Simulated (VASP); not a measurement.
A run of VASP 6.6.1 is set up as follows.

File INCAR:

```
SYSTEM = Ge2Sb2Te5
PREC     = Accurate       ! precision mode
ENCUT    = 520            ! plane-wave cutoff, eV
EDIFF    = 1E-6           ! SCF threshold, eV
ISMEAR   = 0              ! smearing method
SIGMA    = 0.05           ! smearing width, eV
LREAL    = .FALSE.        ! projectors in reciprocal space
LASPH    = .TRUE.         ! aspherical terms in the spheres
NELM     = 80             ! most SCF steps
ALGO     = Normal         ! electronic algorithm
ISIF     = 2              ! what is computed and relaxed
LWAVE    = .FALSE.        ! write WAVECAR
LCHARG   = .FALSE.        ! write CHGCAR
GGA      = PE             ! functional
IVDW     = 12             ! dispersion correction
NBANDS   = 44             ! bands
```

File KPOINTS:

```
Automatic mesh
0
G
  10 10 2
  0 0 0
```

POSCAR

```
Ge2Sb2Te5
1.0
    4.2318496344      0.0000000000      0.0000000000
   -2.1159248172      3.6648892884      0.0000000000
    0.0000000000      0.0000000000     16.8495924964
Ge Sb Te
2 2 5
Direct
    0.3333333333      0.6666666667      0.8991738485
    0.6666666667      0.3333333333      0.1008261515
    0.0000000000      0.0000000000      0.6816482048
    0.0000000000      0.0000000000      0.3183517952
    0.0000000000      0.0000000000      0.0000000000
    0.6666666667      0.3333333333      0.8005631447
    0.3333333333      0.6666666667      0.1994368553
    0.3333333333      0.6666666667      0.5790719883
    0.6666666667      0.3333333333      0.4209280117
```

Potentials or basis: VASP PAW PBE potentials, release 64 (Ge_d, Sb, Te).

The run is started by

```sh
$ cat potpaw_PBE.64/Ge_d/POTCAR potpaw_PBE.64/Sb/POTCAR potpaw_PBE.64/Te/POTCAR > POTCAR
$ mpirun -np 1 vasp_std > vasp.out
```

(1) What does it give for the band gap on the k mesh?

(2) Estimate the dispersion energy per atom.

Results:

(1) 0.11 eV.

(2) -0.433 eV.

Caveat: spin-orbit coupling is left out, which moves the levels of the heavy elements.
